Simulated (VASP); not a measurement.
# Ge (P6_3/mmc) in VASP: notebook

The runs below take Ge through single point, relaxation of cell and atoms, with RPBE.

All numbers are computed with VASP 6.6.1; they aren't measurements. Logs are shortened: lines on timing, memory, paths and dates and some standing lists are left out, and cuts for length are marked.

### 1 The cell of the first run

It takes space group P6_3/mmc (No. 194, hexagonal). Conventional cell: a = 3.093 Å, b = 3.093 Å, c = 4.791 Å, α = 90.00°, β = 90.00°, γ = 120.00°. Within 3.9 Å of Ge (site symmetry -6m2) lie 12 Ge at 2.99 to 3.09 Å.

### 2 Single point, RPBE

Contents of INCAR:

```
ALGO = Normal
EDIFF = 1E-6
ENCUT = 520
GGA = RP
ISIF = 2
ISMEAR = -1
LASPH = T
LCHARG = F
LREAL = F
LWAVE = F
NBANDS = 21
NELM = 60
PREC = Accurate
SIGMA = 0.1
```

Contents of KPOINTS:

```
k-points
0
Gamma
  12 12 7
```

Contents of POSCAR:

```
Ge
1.0
    3.0925291706      0.0000000000      0.0000000000
   -1.5462645853      2.6782088237      0.0000000000
    0.0000000000      0.0000000000      4.7914482404
Ge
2
Direct
    0.3333333333      0.6666666667      0.2500000000
    0.6666666667      0.3333333333      0.7500000000
```

Potentials or basis: VASP PAW PBE potentials, release 64 (Ge_d).

Started as:

```sh
$ cat potpaw_PBE.64/Ge_d/POTCAR > POTCAR
$ mpirun -np 1 vasp_std > vasp.out
```

OUTCAR:

```text
EDIFF = 1E-6
   ENCUT = 520
   GGA = RP
   ISIF = 2
   ISMEAR = -1
   LASPH = T
   LREAL = F
   NELM = 60
   PREC = Accurate

 ion  position               nearest neighbor table
   1  0.333  0.667  0.250-
   2  0.667  0.333  0.750-

  LATTYP: Found a hexagonal cell.
 ALAT       =     3.0925291706
 C/A-ratio  =     1.5493623426

  Lattice vectors:

 A1 = (   3.0925291706,   0.0000000000,   0.0000000000)
 A2 = (  -1.5462645853,   2.6782088237,   0.0000000000)
 A3 = (   0.0000000000,   0.0000000000,   4.7914482404)

Analysis of symmetry for initial positions (statically):
=====================================================================
 Subroutine PRICEL returns:
 Original cell was already a primitive cell.

 Routine SETGRP: Setting up the symmetry group for a
 hexagonal supercell.

 Subroutine GETGRP returns: Found 24 space group operations
 (whereof 12 operations were pure point group operations)
 out of a pool of 24 trial point group operations.

The static configuration has the point symmetry D_3d.
 The point group associated with its full space group is D_6h.

Analysis of symmetry for dynamics (positions and initial velocities):
=====================================================================
 Subroutine PRICEL returns:
 Original cell was already a primitive cell.

 Routine SETGRP: Setting up the symmetry group for a
 hexagonal supercell.

 Subroutine GETGRP returns: Found 24 space group operations
 (whereof 12 operations were pure point group operations)
 out of a pool of 24 trial point group operations.

The dynamic configuration has the point symmetry D_3d.
 The point group associated with its full space group is D_6h.

 Subroutine INISYM returns: Found 24 space group operations
 (whereof 12 operations are pure point group operations),
 and found     1 'primitive' translations

----------------------------------------------------------------------------------------

                                     Primitive cell

  volume of cell :      39.6849

  direct lattice vectors                    reciprocal lattice vectors
     3.092529171  0.000000000  0.000000000     0.323359925  0.186691940  0.000000000
    -1.546264585  2.678208824  0.000000000     0.000000000  0.373383879  0.000000000
     0.000000000  0.000000000  4.791448240     0.000000000  0.000000000  0.208705166

  length of vectors
     3.092529171  3.092529171  4.791448240     0.373383879  0.373383879  0.208705166

  position of ions in fractional coordinates (direct lattice)
     0.333333333  0.666666667  0.250000000
     0.666666667  0.333333333  0.750000000

  ion indices of the primitive-cell ions
   primitive index   ion index
                 1           1
                 2           2

----------------------------------------------------------------------------------------

 KPOINTS: k-points

Automatic generation of k-mesh.
 Grid dimensions read from file:
 generate k-points for:   12   12    7

 Generating k-lattice:

  Cartesian coordinates                     Fractional coordinates (reciprocal lattice)
     0.026946660  0.015557662  0.000000000     0.083333333  0.000000000  0.000000000
     0.000000000  0.031115323  0.000000000     0.000000000  0.083333333  0.000000000
     0.000000000  0.000000000  0.029815024     0.000000000  0.000000000  0.142857143

  Length of vectors
     0.031115323  0.031115323  0.029815024

  Shift w.r.t. Gamma in fractional coordinates (k-lattice)
     0.000000000  0.000000000  0.000000000

 Subroutine IBZKPT returns following result:
 ===========================================

 Found     76 irreducible k-points:

 Following reciprocal coordinates:
            Coordinates               Weight
  0.000000  0.000000  0.000000      1.000000
  0.083333  0.000000  0.000000      6.000000
  0.166667  0.000000  0.000000      6.000000
  0.250000  0.000000  0.000000      6.000000
  0.333333  0.000000  0.000000      6.000000
  0.416667  0.000000  0.000000      6.000000
[... 16 lines left out ...]
  0.250000  0.000000  0.142857     12.000000
  0.333333  0.000000  0.142857     12.000000
 [... further k-points ...]
   k-points           NKPTS =     76   k-points in BZ     NKDIM =     76   number of bands    NBANDS=     21
   number of dos      NEDOS =    301   number of ions     NIONS =      2
   total plane-waves  NPLWV =  20736
   dimension x,y,z NGX =    24 NGY =   24 NGZ =   36
   dimension x,y,z NGXF=    48 NGYF=   48 NGZF=   72
   ions per type =               2
   NGX,Y,Z   is equivalent  to a cutoff of  12.90, 12.90, 12.49 a.u.
   NGXF,Y,Z  is equivalent  to a cutoff of  25.80, 25.80, 24.98 a.u.
 SYSTEM =  unknown system
   PREC   = accura    normal or accurate (medium, high low for compatibility)
   ISTART =      0    job   : 0-new  1-cont  2-samecut
   ICHARG =      2    charge: 1-file 2-atom 10-const
   ISPIN  =      1    spin polarized calculation?
   LNONCOLLINEAR =      F non collinear calculations
   LSORBIT =      F    spin-orbit coupling
   LASPH  =      T    aspherical Exc in radial PAW
   ENCUT  =  520.0 eV  38.22 Ry    6.18 a.u.   5.75  5.75  8.91*2*pi/ulx,y,z
   NELM   =     60;   NELMIN=  2; NELMDL= -5     # of ELM steps
   EDIFF  = 0.1E-05   stopping-criterion for ELM
   LREAL  =      F    real-space projection
   EDIFFG = 0.1E-04   stopping-criterion for IOM
   NSW    =      0    number of steps for IOM
   IBRION =     -1    ionic relax: 0-MD 1-quasi-New 2-CG
   NFREE  =      0    steps in history (QN), initial steepest desc. (CG)
   ISIF   =      2    stress and relaxation
   ISYM   =      2    0-nonsym 1-usesym 2-fastsym
   POTIM  = 0.5000    time-step for ionic-motion
   TEBEG  =    0.0;   TEEND  =   0.0 temperature during run
   PSTRESS=    0.0 pullay stress
   NELECT =      28.0000    total number of electrons
   NUPDOWN=      -1.0000    fix difference up-down
   EMIN   =  10.00;   EMAX   =-10.00  energy-range for DOS
   EFERMI =   0.00;   METHOD = LEGACY
   ISMEAR =    -1;   SIGMA  =   0.10  broadening in eV -4-tet -1-fermi 0-gaus
   EFERMI_NEDOS =   21; number of points for ismear=-14 and -15
   IALGO  =     38    algorithm
   IMIX   =      4    mixing-type and parameters
     AMIX     =   0.40;   BMIX     =  1.00
     AMIX_MAG =   1.60;   BMIX_MAG =  1.00
  volume/ion in A,a.u.               =      19.84       133.90
  Fermi-wavevector in a.u.,A,eV,Ry     =   1.457424  2.754131 28.899915  2.124084
  Thomas-Fermi vector in A             =   2.574227
   LORBIT       =      0    0 simple, 1 ext, 2 COOP (PROOUT), +10 PAW based schemes
   GGA     = RP    functional components
   LHFCALC =     F    Hartree Fock is set to
   AEXX    =    0.0000 exact exchange contribution
   IVDW    =     0    specifies the selected vdW correction
   LEPSILON=     F    determine dielectric tensor
   LRPA    =     F    only Hartree local field effects (RPA)
 non-spin polarized calculation
  energy-cutoff  :      520.00
  volume of cell :       39.68
 maximum number of plane-waves:      1085
 NGX is ok and might be reduce to    24
   NGX = 11   NGY = 11   NGZ = 17

 number of electron      27.9999976 magnetization

 Free energy of the ion-electron system (eV)
  ---------------------------------------------------
  ext. energy  EPLUGINS =         0.00000000
  ---------------------------------------------------
  free energy    TOTEN  =        -7.66588914 eV

  energy without entropy =       -7.63769064  energy(sigma->0) =       -7.65178989

 E-fermi :   6.3966     XC(G=0): -10.9465

 val. band max:        6.3861633571   @ k =   0.2500   0.0000   0.4286
 cond. band min:       6.4437471977   @ k =   0.4167   0.0833   0.1429
 fundamental gap:      0.0575838406
 Fermi energy:         6.3965580609

 k-point     1 :       0.0000    0.0000    0.0000
  band No.  band energies     occupation
      1     -18.4163      2.00000
      2     -18.4139      2.00000
      3     -18.4139      2.00000
      4     -18.4069      2.00000
      5     -18.4069      2.00000
      6     -18.4053      2.00000
[... 13 lines left out ...]
     20      18.5740      0.00000
     21      19.7408      0.00000

 k-point     2 :       0.0833    0.0000    0.0000
  band No.  band energies     occupation
      1     -18.4206      2.00000
      2     -18.4150      2.00000
      3     -18.4097      2.00000
      4     -18.4034      2.00000
      5     -18.4027      2.00000
      6     -18.4019      2.00000
[... 13 lines left out ...]
     20      18.2018      0.00000
     21      19.7678      0.00000

 k-point     3 :       0.1667    0.0000    0.0000
  band No.  band energies     occupation
      1     -18.4305      2.00000
      2     -18.4132      2.00000
      3     -18.4068      2.00000
      4     -18.4068      2.00000
      5     -18.3982      2.00000
      6     -18.3974      2.00000
[... 13 lines left out ...]
     20      19.2841      0.00000
     21      19.6485      0.00000

 k-point     4 :       0.2500    0.0000    0.0000
  band No.  band energies     occupation
      1     -18.4414      2.00000
      2     -18.4143      2.00000
      3     -18.4130      2.00000
      4     -18.4120      2.00000
      5     -18.3900      2.00000
      6     -18.3826      2.00000
[... 13 lines left out ...]
     20      18.2364      0.00000
     21      19.4491      0.00000

 k-point     5 :       0.3333    0.0000    0.0000
  band No.  band energies     occupation
      1     -18.4512      2.00000
      2     -18.4227      2.00000
      3     -18.4188      2.00000
      4     -18.4124      2.00000
      5     -18.3818      2.00000
      6     -18.3671      2.00000
[... 13 lines left out ...]
     20      17.5725      0.00000
     21      18.9060      0.00000
[... 382 lines left out ...]
     20      18.2656      0.00000
     21      19.3598      0.00000

 k-point    22 :       0.1667    0.0000    0.1429
  band No.  band energies     occupation
      1     -18.4307      2.00000
      2     -18.4143      2.00000
      3     -18.4102      2.00000
      4     -18.4099      2.00000
      5     -18.3967      2.00000
      6     -18.3935      2.00000
[... 13 lines left out ...]
     20      18.7573      0.00000
     21      19.1745      0.00000

 k-point    23 :       0.2500    0.0000    0.1429
  band No.  band energies     occupation
      1     -18.4406      2.00000
      2     -18.4172      2.00000
      3     -18.4132      2.00000
      4     -18.4112      2.00000
      5     -18.3883      2.00000
      6     -18.3807      2.00000
[... 13 lines left out ...]
     20      17.4205      0.00000
     21      18.9442      0.00000

 k-point    24 :       0.3333    0.0000    0.1429
  band No.  band energies     occupation
      1     -18.4495      2.00000
      2     -18.4256      2.00000
      3     -18.4153      2.00000
      4     -18.4133      2.00000
      5     -18.3813      2.00000
      6     -18.3713      2.00000
[... 13 lines left out ...]
     20      16.6285      0.00000
     21      19.1112      0.00000

 [... further k-points ...]

------------------------ aborting loop because EDIFF is reached ----------------------------------------

  FORCE on cell =-STRESS in cart. coord.  units (eV):
  Direction    XX          YY          ZZ          XY          YZ          ZX
  --------------------------------------------------------------------------------------
  -------------------------------------------------------------------------------------
  Total       -0.0071636     -0.0071636     -0.0093323      0.0000000      0.0000000     -0.0000000
  in kB       -0.2892138     -0.2892138     -0.3767695      0.0000000      0.0000000     -0.0000000
  external PRESSURE =      -0.3183990 kB  Pullay stress =       0.0000000 kB

 VOLUME and BASIS-vectors are now :
 -----------------------------------------------------------------------------
  energy-cutoff  :      520.00
  volume of cell :       39.68
      direct lattice vectors                 reciprocal lattice vectors
     3.092529171  0.000000000  0.000000000     0.323359925  0.186691940  0.000000000
    -1.546264585  2.678208824  0.000000000     0.000000000  0.373383879  0.000000000
     0.000000000  0.000000000  4.791448240     0.000000000  0.000000000  0.208705166

 POSITION                                       TOTAL-FORCE (eV/Angst)
 -----------------------------------------------------------------------------------
     -0.00000      1.78547      1.19786        -0.000000     -0.000000      0.000000
      1.54626      0.89274      3.59359         0.000000      0.000000     -0.000000
 -----------------------------------------------------------------------------------
    total drift:                               -0.000000      0.000000      0.000000

  FREE ENERGIE OF THE ION-ELECTRON SYSTEM (eV)
  ---------------------------------------------------
  free  energy   TOTEN  =        -7.6658891368 eV

  energy  without entropy=       -7.6376906421  energy(sigma->0) =       -7.65178989
```

Wall time 26 s (1 thread of Intel Xeon Platinum 8488C (Sapphire Rapids), shared host); peak memory 0.18 GiB.

Results:

```
Free energy            : -7.6659 eV
Pressure               : 0.0 GPa
Band gap on the k mesh : zero (band 14 reaches 12.34 eV, above the bottom of band 15 at 3.77 eV)
```

Caveat: the PAW data sets were made with another functional, which shifts forces and pressure a little.

### 3 Relaxation of cell and atoms, RPBE

This run uses another cell than the first one, of 19.24 Å³/atom, 0.970 times its volume.

Contents of INCAR:

```
SYSTEM = Ge
ALGO     = Normal         ! electronic algorithm
EDIFF    = 1E-6           ! SCF threshold, eV
EDIFFG   = -0.01          ! ionic threshold
ENCUT    = 600            ! plane-wave cutoff, eV
GGA      = RP             ! functional
IBRION   = 2              ! ionic algorithm
ISIF     = 3              ! what is computed and relaxed
ISMEAR   = -1             ! smearing method
LASPH    = .True.         ! aspherical terms in the spheres
LCHARG   = .False.        ! write CHGCAR
LREAL    = .False.        ! projectors in reciprocal space
LWAVE    = .False.        ! write WAVECAR
NELM     = 60             ! most SCF steps
NSW      = 80             ! ionic steps
PREC     = Accurate       ! precision mode
SIGMA    = 0.1            ! smearing width, eV
```

Contents of KPOINTS:

```
k-points
0
Gamma
  12 12 7
  0 0 0
```

Contents of POSCAR:

```
Ge
1.0
    3.0076538696      0.0000000000      0.0000000000
   -1.5038269348      2.6047046568      0.0000000000
    0.0000000000      0.0000000000      4.9114987690
Ge
2
Direct
    0.3333333333      0.6666666667      0.2500000000
    0.6666666667      0.3333333333      0.7500000000
```

Potentials or basis: VASP PAW PBE potentials, release 64 (Ge_d).

Started as:

```sh
$ cat potpaw_PBE.64/Ge_d/POTCAR > POTCAR
$ mpirun -np 1 vasp_std > vasp.out
```

OUTCAR:

```text
SYSTEM = Ge
   EDIFF = 1E-6
   EDIFFG = -0.01
   ENCUT = 600
   GGA = RP
   IBRION = 2
   ISIF = 3
   ISMEAR = -1
   LASPH = .True.
   LREAL = .False.
   NELM = 60
   NSW = 80
   PREC = Accurate

 ion  position               nearest neighbor table
   1  0.333  0.667  0.250-
   2  0.667  0.333  0.750-

  LATTYP: Found a hexagonal cell.
 ALAT       =     3.0076538696
 C/A-ratio  =     1.6330000000

  Lattice vectors:

 A1 = (   3.0076538696,   0.0000000000,   0.0000000000)
 A2 = (  -1.5038269348,   2.6047046568,   0.0000000000)
 A3 = (   0.0000000000,   0.0000000000,   4.9114987690)

[... 432 lines left out ...]
  ext. energy  EPLUGINS =         0.00000000
  ---------------------------------------------------
  free energy    TOTEN  =        -7.66640595 eV

  energy without entropy =       -7.63825400  energy(sigma->0) =       -7.65232998

 E-fermi :   6.3817     XC(G=0): -10.9397

 val. band max:        6.3678971350   @ k =   0.2500   0.0000   0.4286
 cond. band min:       6.4294808158   @ k =   0.4167   0.0833   0.1429
 fundamental gap:      0.0615836809
 Fermi energy:         6.3816979184

 k-point     1 :       0.0000    0.0000    0.0000
  band No.  band energies     occupation
      1     -18.4299      2.00000
      2     -18.4275      2.00000
      3     -18.4275      2.00000
      4     -18.4206      2.00000
      5     -18.4206      2.00000
      6     -18.4189      2.00000
[... 481 lines left out ...]
      5     -18.3951      2.00000
      6     -18.3851      2.00000
[... 10 lines left out ...]
     17      11.2838      0.00000
     18      13.0051      0.00000

 [... further k-points ...]

------------------------ aborting loop because EDIFF is reached ----------------------------------------

  FORCE on cell =-STRESS in cart. coord.  units (eV):
  Direction    XX          YY          ZZ          XY          YZ          ZX
  --------------------------------------------------------------------------------------
  -------------------------------------------------------------------------------------
  Total       -0.0070696     -0.0070696      0.0006456      0.0000000      0.0000000      0.0000000
  in kB       -0.2850186     -0.2850186      0.0260287      0.0000000      0.0000000      0.0000000
  external PRESSURE =      -0.1813362 kB  Pullay stress =       0.0000000 kB
[... 17 lines left out ...]
  FREE ENERGIE OF THE ION-ELECTRON SYSTEM (eV)
  ---------------------------------------------------
  free  energy   TOTEN  =        -7.6664059530 eV

  energy  without entropy=       -7.6382540025  energy(sigma->0) =       -7.65232998

 reached required accuracy - stopping structural energy minimisation
```

OSZICAR:

```text
N       E                     dE             d eps       ncg     rms          rms(c)
DAV:   1     0.159430406239E+03    0.15943E+03   -0.16383E+04  2840   0.479E+03
DAV:   2     0.111890531832E+02   -0.14824E+03   -0.14608E+03  2736   0.543E+02
DAV:   3    -0.711402742147E+01   -0.18303E+02   -0.18010E+02  3122   0.140E+02
DAV:   4    -0.766322270336E+01   -0.54920E+00   -0.54185E+00  3238   0.271E+01
[... 61 lines left out ...]
DAV:   2    -0.766822748146E+01    0.53468E-02   -0.74934E-03  3510   0.169E+00    0.251E-01
DAV:   3    -0.766652930958E+01    0.16982E-02   -0.30152E-03  3522   0.978E-01    0.526E-02
DAV:   4    -0.766640848900E+01    0.12082E-03   -0.30186E-04  3106   0.365E-01    0.108E-02
DAV:   5    -0.766640651984E+01    0.19692E-05   -0.17126E-05  3122   0.789E-02    0.650E-03
DAV:   6    -0.766640595302E+01    0.56682E-06   -0.58332E-07  1514   0.165E-02
   8 F= -.76664060E+01 E0= -.76523300E+01  d E =-.126849E-02
```

Wall time 2.6 min (1 thread of AMD EPYC 9R45 (Zen 5), shared host); peak memory 0.17 GiB.

Results:

```yaml
Free_energy: -7.6664 eV
Relaxed_volume: 19.87 Å³/atom
Relaxed_cell: a = 3.094 Å, b = 3.094 Å, c = 4.792 Å, α = 90.00°, β = 90.00°, γ = 120.00°
Space_group_after_relaxing_to_0.05_Å: P6_3/mmc (No. 194)
Energy_gained_by_relaxing: 11.3 meV/atom
Ionic_steps: 8
Pressure_after_relaxing: 0.0 GPa
Band_gap_on_the_k_mesh: zero (band 14 reaches 12.32 eV, above the bottom of band 15 at 3.76 eV)
```

The path:
```csv
step,energy change (eV),largest force (eV/Å),pressure (GPa),volume (Å³)
1,0.0000,0.0000,1.82,38.48
2,-0.0137,0.0000,0.22,39.70
3,-0.0146,0.0000,-1.04,40.56
4,-0.0150,0.0000,-0.87,40.35
5,-0.0210,0.0000,-0.70,40.28
6,-0.0214,0.0000,-0.85,40.26
7,-0.0225,0.0000,0.17,39.55
8,-0.0226,0.0000,-0.02,39.74
```

Final structure:
```xyz
2
Lattice="3.0944 0.0000 0.0000 -1.5472 2.6798 0.0000 0.0000 0.0000 4.7924" Properties=species:S:1:pos:R:3 pbc="T T T"
Ge    0.0000    1.7865    1.1981
Ge    1.5472    0.8933    3.5943
```

Levels at points of the mesh, in eV from the Fermi level:
```tsv
k point	band 12	band 13	band 14	band 15	band 16	band 17
(0.00, 0.00, 0.00)	-7.17	-5.08	5.77	5.77	7.79	7.79
(0.50, 0.00, 0.00)	-6.97	-2.35	-1.10	-0.88	1.39	2.05
```

Caveat: the PAW data sets were made with another functional, which shifts forces and pressure a little.

(Continued in part 2 of 2.)
